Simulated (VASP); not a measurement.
# Mo6H in VASP: further runs

The runs below take Mo6H through single point, with PBE.

Program: VASP 6.6.1. These are calculated values, not measurements. Logs are shortened: lines on timing, memory, paths and dates and some standing lists are left out, and cuts for length are marked.

**1. The cell of the first run**

The cell holds a slab with vacuum, 7 atoms: a = 4.470 Å, b = 4.470 Å, c = 19.760 Å, α = 90.00°, β = 90.00°, γ = 120.00°.

**2. Single point, PBE**

File INCAR:

```
  PREC = Accurate
  ENCUT = 520
  EDIFF = 1E-7
  ISMEAR = 0
  SIGMA = 0.1
  LREAL = F
  LASPH = T
  NELM = 100
  ALGO = Normal
  ISIF = 2
  LWAVE = F
  LCHARG = F
  LDIPOL = T
  IDIPOL = 3
  DIPOL = 0.5 0.5 0.336
  GGA = PE
  NBANDS = 52
```

File KPOINTS:

```
Automatic mesh
0
Gamma
  6 6 1
```

File POSCAR:

```
Mo6H
1.0
    4.4695765307      0.0000000000      0.0000000000
   -2.2347882654      3.8707668198      0.0000000000
    0.0000000000      0.0000000000     19.7595667350
Mo H
6 1
Direct
    0.6666666667      0.3333333333      0.2024335884
    0.3333333333      0.6666666667      0.2486060831
    0.0000000000      0.0000000000      0.2947785777
    0.6666666667      0.3333333333      0.3368821116
    0.3333333333      0.6666666667      0.3779725564
    0.0000000000      0.0000000000      0.4180034333
    0.2222222222      0.8888888889      0.4762466557
```

Potentials or basis: VASP PAW PBE potentials, release 64 (Mo_sv, H).

Launch:

```bash
cat potpaw_PBE.64/Mo_sv/POTCAR potpaw_PBE.64/H/POTCAR > POTCAR
mpirun -np 1 vasp_std > vasp.out
```

OUTCAR:

```text
PREC = Accurate
   ENCUT = 520
   EDIFF = 1E-7
   ISMEAR = 0
   LREAL = F
   LASPH = T
   NELM = 100
   ISIF = 2
   GGA = PE

 ion  position               nearest neighbor table
   1  0.667  0.333  0.202-   4 2.66   2 2.74   2 2.74   2 2.74   3 3.16   3 3.16   3 3.16
   2  0.333  0.667  0.249-   5 2.56   3 2.74   3 2.74   3 2.74   1 2.74   1 2.74   1 2.74   4 3.11
                             4 3.11   4 3.11
   3  0.000  0.000  0.295-   6 2.43   4 2.71   4 2.71   4 2.71   2 2.74   2 2.74   2 2.74   5 3.06
                             5 3.06   5 3.06   1 3.16   1 3.16   1 3.16
   4  0.667  0.333  0.337-   1 2.66   5 2.71   5 2.71   5 2.71   3 2.71   3 2.71   3 2.71   6 3.04
                             6 3.04   6 3.04   2 3.11   2 3.11   2 3.11
   5  0.333  0.667  0.378-   2 2.56   6 2.70   6 2.70   6 2.70   4 2.71   4 2.71   4 2.71   3 3.06
                             3 3.06   3 3.06
   6  0.000  0.000  0.418-   7 1.75   3 2.43   5 2.70   5 2.70   5 2.70   4 3.04   4 3.04   4 3.04

   7  0.222  0.889  0.476-   6 1.75

  LATTYP: Found a hexagonal cell.
 ALAT       =     4.4695765307
 C/A-ratio  =     4.4209035463

  Lattice vectors:

 A1 = (   4.4695765307,   0.0000000000,   0.0000000000)
 A2 = (  -2.2347882654,   3.8707668198,   0.0000000000)
 A3 = (   0.0000000000,   0.0000000000,  19.7595667350)

Analysis of symmetry for initial positions (statically):
=====================================================================
 Subroutine PRICEL returns:
 Original cell was already a primitive cell.

 Routine SETGRP: Setting up the symmetry group for a
 hexagonal supercell.

 Subroutine GETGRP returns: Found  1 space group operations
 (whereof  1 operations were pure point group operations)
 out of a pool of 24 trial point group operations.

The static configuration has the point symmetry C_1 .

Analysis of symmetry for dynamics (positions and initial velocities):
=====================================================================
 Subroutine PRICEL returns:
 Original cell was already a primitive cell.

 Routine SETGRP: Setting up the symmetry group for a
 hexagonal supercell.

 Subroutine GETGRP returns: Found  1 space group operations
 (whereof  1 operations were pure point group operations)
 out of a pool of 24 trial point group operations.

The dynamic configuration has the point symmetry C_1 .

 Subroutine INISYM returns: Found  1 space group operations
 (whereof  1 operations are pure point group operations),
 and found     1 'primitive' translations

----------------------------------------------------------------------------------------

                                     Primitive cell

  volume of cell :     341.8541

  direct lattice vectors                    reciprocal lattice vectors
     4.469576531  0.000000000  0.000000000     0.223734842  0.129173371  0.000000000
    -2.234788265  3.870766820  0.000000000     0.000000000  0.258346743  0.000000000
     0.000000000  0.000000000 19.759566735     0.000000000  0.000000000  0.050608397

  length of vectors
     4.469576531  4.469576531 19.759566735     0.258346743  0.258346743  0.050608397

  position of ions in fractional coordinates (direct lattice)
     0.666666667  0.333333333  0.202433588
     0.333333333  0.666666667  0.248606083
     0.000000000  0.000000000  0.294778578
     0.666666667  0.333333333  0.336882112
     0.333333333  0.666666667  0.377972556
     0.000000000  0.000000000  0.418003433
     0.222222222  0.888888889  0.476246656

  ion indices of the primitive-cell ions
   primitive index   ion index
                 1           1
                 2           2
                 3           3
                 4           4
                 5           5
                 6           6
                 7           7

----------------------------------------------------------------------------------------

 KPOINTS: Automatic mesh

Automatic generation of k-mesh.
 Grid dimensions read from file:
 generate k-points for:    6    6    1

 Generating k-lattice:

  Cartesian coordinates                     Fractional coordinates (reciprocal lattice)
     0.037289140  0.021528895  0.000000000     0.166666667  0.000000000  0.000000000
     0.000000000  0.043057790  0.000000000     0.000000000  0.166666667  0.000000000
     0.000000000  0.000000000  0.050608397     0.000000000  0.000000000  1.000000000

  Length of vectors
     0.043057790  0.043057790  0.050608397

  Shift w.r.t. Gamma in fractional coordinates (k-lattice)
     0.000000000  0.000000000  0.000000000

 Subroutine IBZKPT returns following result:
 ===========================================

 Found     20 irreducible k-points:

 Following reciprocal coordinates:
            Coordinates               Weight
  0.000000  0.000000  0.000000      1.000000
  0.166667 -0.000000  0.000000      2.000000
  0.000000  0.166667  0.000000      2.000000
 -0.166667  0.166667  0.000000      2.000000
  0.333333  0.000000  0.000000      2.000000
  0.000000  0.333333  0.000000      2.000000
[... 12 lines left out ...]
  0.500000 -0.166667  0.000000      2.000000
  0.333333  0.333333  0.000000      2.000000
   k-points           NKPTS =     20   k-points in BZ     NKDIM =     20   number of bands    NBANDS=     52
   number of dos      NEDOS =    301   number of ions     NIONS =      7
   total plane-waves  NPLWV = 194400
   dimension x,y,z NGX =    36 NGY =   36 NGZ =  150
   dimension x,y,z NGXF=    72 NGYF=   72 NGZF=  300
   ions per type =               6   1
   NGX,Y,Z   is equivalent  to a cutoff of  13.39, 13.39, 12.62 a.u.
   NGXF,Y,Z  is equivalent  to a cutoff of  26.78, 26.78, 25.24 a.u.
 SYSTEM =  unknown system
   PREC   = accura    normal or accurate (medium, high low for compatibility)
   ISTART =      0    job   : 0-new  1-cont  2-samecut
   ICHARG =      2    charge: 1-file 2-atom 10-const
   ISPIN  =      1    spin polarized calculation?
   LNONCOLLINEAR =      F non collinear calculations
   LSORBIT =      F    spin-orbit coupling
   LASPH  =      T    aspherical Exc in radial PAW
   ENCUT  =  520.0 eV  38.22 Ry    6.18 a.u.   8.31  8.31 36.74*2*pi/ulx,y,z
   NELM   =    100;   NELMIN=  2; NELMDL= -5     # of ELM steps
   EDIFF  = 0.1E-06   stopping-criterion for ELM
   LREAL  =      F    real-space projection
   EDIFFG = 0.1E-05   stopping-criterion for IOM
   NSW    =      0    number of steps for IOM
   IBRION =     -1    ionic relax: 0-MD 1-quasi-New 2-CG
   NFREE  =      0    steps in history (QN), initial steepest desc. (CG)
   ISIF   =      2    stress and relaxation
   ISYM   =      2    0-nonsym 1-usesym 2-fastsym
   POTIM  = 0.5000    time-step for ionic-motion
   TEBEG  =    0.0;   TEEND  =   0.0 temperature during run
   PSTRESS=    0.0 pullay stress
   NELECT =      85.0000    total number of electrons
   NUPDOWN=      -1.0000    fix difference up-down
   EMIN   =  10.00;   EMAX   =-10.00  energy-range for DOS
   EFERMI =   0.00;   METHOD = LEGACY
   ISMEAR =     0;   SIGMA  =   0.10  broadening in eV -4-tet -1-fermi 0-gaus
   EFERMI_NEDOS =   21; number of points for ismear=-14 and -15
   IALGO  =     38    algorithm
   IMIX   =      4    mixing-type and parameters
     AMIX     =   0.40;   BMIX     =  1.00
     AMIX_MAG =   1.60;   BMIX_MAG =  1.00
  volume/ion in A,a.u.               =      48.84       329.56
  Fermi-wavevector in a.u.,A,eV,Ry     =   1.029440  1.945359 14.418718  1.059746
  Thomas-Fermi vector in A             =   2.163487
   LORBIT       =      0    0 simple, 1 ext, 2 COOP (PROOUT), +10 PAW based schemes
   GGA     = PE    functional components
   LHFCALC =     F    Hartree Fock is set to
   AEXX    =    0.0000 exact exchange contribution
   IVDW    =     0    specifies the selected vdW correction
   LEPSILON=     F    determine dielectric tensor
   LRPA    =     F    only Hartree local field effects (RPA)
 non-spin polarized calculation
 Gauss-broadening in eV      SIGMA  =   0.10
  energy-cutoff  :      520.00
  volume of cell :      341.85
 maximum number of plane-waves:      9223
 NGX is ok and might be reduce to    36
   NGX = 17   NGY = 17   NGZ = 73

 dipolmoment           0.000000      0.000000     -0.570012 electrons x Angstroem

 number of electron      85.0000006 magnetization

 dipolmoment           0.000000      0.000000      0.086596 electrons x Angstroem

 Free energy of the ion-electron system (eV)
  ---------------------------------------------------
  ext. energy  EPLUGINS =         0.00000000
  ---------------------------------------------------
  free energy    TOTEN  =       -62.37610239 eV

  energy without entropy =      -62.33196252  energy(sigma->0) =      -62.35403246

 E-fermi :   0.5996     XC(G=0):  -4.8712

 val. band max:        0.5693910722   @ k =  -0.1667   0.3333   0.0000
 cond. band min:       0.6182735542   @ k =  -0.3333   0.5000   0.0000
 fundamental gap:      0.0488824820
 Fermi energy:         0.5996371271

 k-point     1 :       0.0000    0.0000    0.0000
  band No.  band energies     occupation
      1     -60.5288      2.00000
      2     -60.3009      2.00000
      3     -60.2577      2.00000
      4     -60.2189      2.00000
      5     -60.0714      2.00000
      6     -59.9780      2.00000
[... 44 lines left out ...]
     51       2.7052      0.00000
     52       2.7274      0.00000

 k-point     2 :       0.1667   -0.0000    0.0000
  band No.  band energies     occupation
      1     -60.5073      2.00000
      2     -60.3002      2.00000
      3     -60.2643      2.00000
      4     -60.2209      2.00000
      5     -60.0790      2.00000
      6     -59.9853      2.00000
[... 44 lines left out ...]
     51       2.6266      0.00000
     52       2.8133      0.00000
[... 933 lines left out ...]
     51       2.3248      0.00000
     52       2.7023      0.00000

 k-point    20 :       0.3333    0.3333    0.0000
  band No.  band energies     occupation
      1     -60.3567      2.00000
      2     -60.3426      2.00000
      3     -60.3375      2.00000
      4     -60.1970      2.00000
      5     -60.1161      2.00000
      6     -60.0108      2.00000
[... 44 lines left out ...]
     51       2.2407      0.00000
     52       2.5310      0.00000

------------------------ aborting loop because EDIFF is reached ----------------------------------------

 vacuum level on the upper side and lower side of the slab       (xc-potential included)         0.436        -0.530

  FORCE on cell =-STRESS in cart. coord.  units (eV):
  Direction    XX          YY          ZZ          XY          YZ          ZX
  --------------------------------------------------------------------------------------
  -------------------------------------------------------------------------------------
  Total       -3.4122410     -4.5816024     -1.6116128     -0.2742592     -1.3860932      2.0300863
  in kB      -15.9922465    -21.4727257     -7.5531914     -1.2853782     -6.4962421      9.5144630
  external PRESSURE =     -15.0060545 kB  Pullay stress =       0.0000000 kB

 VOLUME and BASIS-vectors are now :
 -----------------------------------------------------------------------------
  energy-cutoff  :      520.00
  volume of cell :      341.85
      direct lattice vectors                 reciprocal lattice vectors
     4.469576531  0.000000000  0.000000000     0.223734842  0.129173371  0.000000000
    -2.234788265  3.870766820  0.000000000     0.000000000  0.258346743  0.000000000
     0.000000000  0.000000000 19.759566735     0.000000000  0.000000000  0.050608397

 POSITION                                       TOTAL-FORCE (eV/Angst)
 -----------------------------------------------------------------------------------
      2.23479      1.29026      4.00000         0.061749     -0.020975      1.754612
     -0.00000      2.58051      4.91235        -0.079665      0.012863     -0.459897
      0.00000      0.00000      5.82470         0.076144      0.062900     -1.652242
      2.23479      1.29026      6.65664        -0.412549      0.221240     -0.687588
     -0.00000      2.58051      7.46857        -0.480970      0.257336      0.972831
      0.00000      0.00000      8.25957        -0.181347      0.093114      0.063782
     -0.99324      3.44068      9.41043         1.016637     -0.626479      0.008501
 -----------------------------------------------------------------------------------
    total drift:                                0.000023     -0.000007     -0.000356

  FREE ENERGIE OF THE ION-ELECTRON SYSTEM (eV)
  ---------------------------------------------------
  free  energy   TOTEN  =       -62.3761023867 eV

  energy  without entropy=      -62.3319625247  energy(sigma->0) =      -62.35403246

 vacuum level on the upper side and lower side of the slab         5.012         4.062
```

Run time: 8.9 min. Hardware: 1 thread of AMD EPYC 9R45 (Zen 5), shared host; peak memory 0.59 GiB.

What came out:

```yaml
Free_energy: -62.3761 eV
Largest_force: 1.756 eV/Å
Band_gap_on_the_k_mesh: zero (an odd number of electrons rules out a gap without spin polarisation)
```

Forces in eV/Å, atoms in the order of the input:
```
Mo   0.062 -0.021  1.755
Mo  -0.080  0.013 -0.460
Mo   0.076  0.063 -1.652
Mo  -0.413  0.221 -0.688
Mo  -0.481  0.257  0.973
Mo  -0.181  0.093  0.064
H    1.017 -0.626  0.009
```

Levels at points of the mesh, in eV from the Fermi level:
| k point | band 38 | band 39 | band 40 | band 41 | band 42 | band 43 | band 44 | band 45 | band 46 | band 47 |
| --- | --- | --- | --- | --- | --- | --- | --- | --- | --- | --- |
| (0.00, 0.00, 0.00) | -1.40 | -1.23 | -1.21 | -1.20 | -1.07 | -0.57 | 0.43 | 1.17 | 1.19 | 1.29 |
| (0.50, 0.00, 0.00) | -1.63 | -1.29 | -1.07 | -0.62 | -0.05 | 0.05 | 0.21 | 0.55 | 0.91 | 1.41 |
| (0.00, 0.50, 0.00) | -1.53 | -1.26 | -1.06 | -0.60 | -0.09 | 0.05 | 0.23 | 0.42 | 0.95 | 1.45 |
| (0.50, 0.50, 0.00) | -1.86 | -1.41 | -1.14 | -0.60 | -0.10 | 0.06 | 0.07 | 0.72 | 1.24 | 1.39 |

**3. Single point, PBE**

File INCAR:

```
SYSTEM = Mo6H
PREC = Accurate
ENCUT = 520
EDIFF = 1E-6
ISMEAR = 0
SIGMA = 0.1
LREAL = .FALSE.
LASPH = .TRUE.
NELM = 80
ALGO = Normal
ISIF = 2
LWAVE = .FALSE.
LCHARG = .FALSE.
LDIPOL = .TRUE.
IDIPOL = 3
DIPOL = 0.5 0.5 0.337
GGA = PE
NBANDS = 52
```

File KPOINTS:

```
regular mesh
0
G
  6 6 1
  0 0 0
```

Edit POSCAR of step 2 so:

```diff
@@ -14,2 +14,2 @@
     0.0000000000      0.0000000000      0.4180034333
-    0.2222222222      0.8888888889      0.4762466557
+    0.8888888889      0.2222222222      0.4790400954
```

Potentials or basis: VASP PAW PBE potentials, release 64 (Mo_sv, H).

Launch:

```bash
cat potpaw_PBE.64/Mo_sv/POTCAR potpaw_PBE.64/H/POTCAR > POTCAR
mpirun -np 1 vasp_std > vasp.out
```

Run time: 8.8 min. Hardware: 1 thread of AMD EPYC 9R45 (Zen 5), shared host; peak memory 0.57 GiB.

Results (log left out):

* Free energy: -62.0195 eV
* Largest force: 1.845 eV/Å
* Band gap on the k mesh: zero (an odd number of electrons rules out a gap without spin polarisation)

Forces in eV/Å, atoms in the order of the input:
```
Mo   0.020 -0.033  1.845
Mo   0.017 -0.004 -0.392
Mo  -0.240  0.071 -1.823
Mo   0.067 -0.051 -0.714
Mo   0.292 -0.406  0.467
Mo  -0.145  0.089  0.637
H   -0.010  0.334 -0.020
```

Levels at points of the mesh, in eV from the Fermi level:
| k point | band 39 | band 40 | band 41 | band 42 | band 43 | band 44 | band 45 | band 46 | band 47 | band 48 |
| --- | --- | --- | --- | --- | --- | --- | --- | --- | --- | --- |
| (0.00, 0.00, 0.00) | -1.22 | -1.21 | -1.19 | -1.02 | -0.52 | 0.46 | 1.16 | 1.19 | 1.32 | 1.47 |
| (0.50, 0.00, 0.00) | -1.38 | -1.16 | -0.31 | -0.30 | 0.07 | 0.13 | 0.41 | 1.10 | 1.35 | 1.55 |
| (0.00, 0.50, 0.00) | -1.39 | -1.13 | -0.47 | -0.17 | 0.07 | 0.09 | 0.55 | 1.25 | 1.29 | 1.58 |
| (0.50, 0.50, 0.00) | -1.39 | -1.16 | -0.54 | 0.06 | 0.06 | 0.20 | 0.62 | 0.75 | 1.33 | 1.62 |

The gap in the log of VASP goes by the Fermi energy; the results here count the filled bands.